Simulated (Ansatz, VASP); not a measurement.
## One calculation of Bi, two programs

The input INCAR:

```
  PREC = Accurate
  ENCUT = 520
  EDIFF = 1E-8
  ISMEAR = -1
  SIGMA = 0.03
  LREAL = F
  LASPH = T
  NELM = 100
  ALGO = Normal
  ISIF = 2
  LWAVE = F
  LCHARG = F
  GGA = PS
  LEFG = T
  NBANDS = 22
```

File KPOINTS:

```
Automatic mesh
0
Gamma
  10 10 10
```

POSCAR

```
Bi
1.0
    2.2653976160      1.3079279234      3.9407758210
   -2.2653976160      1.3079279234      3.9407758210
    0.0000000000     -2.6158558468      3.9407758210
Bi
2
Direct
    0.2338900000      0.2338900000      0.2338900000
    0.7661100000      0.7661100000      0.7661100000
```

Input for Ansatz:

```yaml
crystal:
  lattice:
    - [2.265397616, 1.3079279234, 3.940775821]
    - [-2.265397616, 1.3079279234, 3.940775821]
    - [0.0, -2.6158558468, 3.940775821]
  atoms:
    - { symbol: Bi, position: [0.23389, 0.23389, 0.23389] }
    - { symbol: Bi, position: [0.76611, 0.76611, 0.76611] }
kpoints:
  mp_grid: { grid: [10, 10, 10] }
scf:
  occupations: { method: fermi_dirac, width: 0.03 }
hamiltonian:
  xc: pbesol
  pseudopotentials: { kind: all_electron, datasets: crystal }
output:
  forces: true
  stress: true
  eigenvalues: true
  efg: { contact_densities: true }
```

Change from the starting cell: volume scaled by 0.99, crystal datasets.

Alike in both runs: task electric field gradients; functional PBEsol; k mesh 10 × 10 × 10; occupations fermi-dirac, width 0.03 eV; no spin polarisation.

```csv
,VASP,Ansatz
version,VASP 6.6.1,Ansatz 0.2.0
potentials or method,"VASP PAW PBE potentials, release 64 (Bi_d), cutoff 520 eV","all-electron PAW with datasets made for the crystal, scalar-relativistic"
```

|  | VASP | Ansatz | Ansatz less VASP |
| --- | --- | --- | --- |
| pressure (GPa) | -0.2 | -0.2 | +0.08 |
| rms of the force components (eV/Å) | 0.095 | 0.092 | -0.0031 |
| size of Vzz on the site where it differs most (V/Å²) | 28.5 | 30.4 | +1.86 |

VASP's potentials were made for PBE, not for PBEsol. Atom by atom the forces differ by 0.003 eV/Å (rms over components). Ansatz ran all-electron here, and VASP with PAW potentials.

Spin-orbit coupling is off throughout.
